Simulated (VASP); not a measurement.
Set up this calculation in VASP 6.6.1, as the native input.

```
Task                   : single point
Functional             : PBE
Potentials or basis    : VASP PAW PBE potentials, release 64 (Mg, S)
Cutoff                 : 520 eV
k mesh                 : 8 × 8 × 8
Occupations            : gaussian, width 0.05 eV
Spin                   : no spin polarisation
Dipole correction      : no
Further INCAR settings : ALGO = Normal; EDIFF = 1e-06; NBANDS = 11
```

The structure of MgS lies in POSCAR:

```
MgS
1.0
    0.0000000000      2.6016500000      2.6016500000
    2.6016500000      0.0000000000      2.6016500000
    2.6016500000      2.6016500000      0.0000000000
Mg S
1 1
Direct
    0.0000000000      0.0000000000      0.0000000000
    0.5192185728      0.4807814272      0.4423442815
```

This cell differs from its parent crystal: atom 2 (S) moved by (-0.200, -0.100) A along x and y.

The input as run:

INCAR

```
ALGO = Normal
EDIFF = 1E-6
ENCUT = 520
GGA = PE
ISIF = 2
ISMEAR = 0
LASPH = True
LCHARG = False
LREAL = False
LWAVE = False
NBANDS = 11
NELM = 60
PREC = Accurate
SIGMA = 0.05
```

KPOINTS

```
k-points
0
Gamma
  8 8 8
```

Potentials or basis: VASP PAW PBE potentials, release 64 (Mg, S).

Launch:

```console
$ cat potpaw_PBE.64/Mg/POTCAR potpaw_PBE.64/S/POTCAR > POTCAR
$ mpirun -np 1 vasp_std > vasp.out
```

Results of the run:

```
Pressure               : 2.6 GPa
Largest force          : 0.730 eV/Å
Band gap on the k mesh : 2.79 eV, indirect (least direct gap 3.70 eV)
```

Caveat: the cell differs from its parent crystal (atom 2 (S) moved by (-0.200, -0.100) A along x and y).

Run time: 120 s on 1 thread of AMD EPYC 7R13, with other jobs on the host, peak memory 0.17 GiB.
